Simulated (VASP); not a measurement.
Wanted: the native input for a VASP 6.6.1 run.

```
Task                   : single point
Functional             : BLYP
Potentials or basis    : VASP PAW PBE potentials, release 64 (Pt)
Cutoff                 : 500 eV
k mesh                 : 10 × 10 × 10
Occupations            : fermi-dirac, width 0.01 eV
Spin                   : no spin polarisation
Dipole correction      : no
Further INCAR settings : ALGO = Normal; EDIFF = 1e-06; NBANDS = 11
```

The structure of Pt lies in POSCAR:

```
Pt
1.0
   -1.5842200000      1.5842200000      1.5842200000
    1.5842200000     -1.5842200000      1.5842200000
    1.5842200000      1.5842200000     -1.5842200000
Pt
1
Direct
    0.0000000000      0.0000000000      0.0000000000
```

The input as run:

INCAR

```
SYSTEM = Pt
PREC     = Accurate       ! precision mode
ENCUT    = 500            ! plane-wave cutoff, eV
EDIFF    = 1E-6           ! SCF threshold, eV
ISMEAR   = -1             ! smearing method
SIGMA    = 0.01           ! smearing width, eV
LREAL    = .FALSE.        ! projectors in reciprocal space
LASPH    = .TRUE.         ! aspherical terms in the spheres
NELM     = 120            ! most SCF steps
ALGO     = Normal         ! electronic algorithm
ISIF     = 2              ! what is computed and relaxed
LWAVE    = .FALSE.        ! write WAVECAR
LCHARG   = .FALSE.        ! write CHGCAR
GGA      = B5             ! functional
ALDAX    = 1.0          
AGGAX    = 1.0          
AGGAC    = 1.0          
ALDAC    = 0.0          
NBANDS   = 11             ! bands
GGA_COMPAT= .FALSE.
```

KPOINTS

```
regular mesh
0
G
  10 10 10
  0 0 0
```

Potentials or basis: VASP PAW PBE potentials, release 64 (Pt).

Run with:

```sh
$ cat potpaw_PBE.64/Pt/POTCAR > POTCAR
$ mpirun -np 1 vasp_std > vasp.out
```

Results of the run:

```yaml
Pressure: 13.8 GPa
Band_gap_on_the_k_mesh: zero (band 5 reaches 11.65 eV, above the bottom of band 6 at 9.54 eV)
```

Caveat: the PAW data sets were made with another functional, which shifts forces and pressure a little; spin-orbit coupling is left out, which moves the levels of the heavy elements.

Wall time 18 s on 1 thread of Intel Xeon 8259CL, with other jobs on the host, peak memory 0.12 GiB.
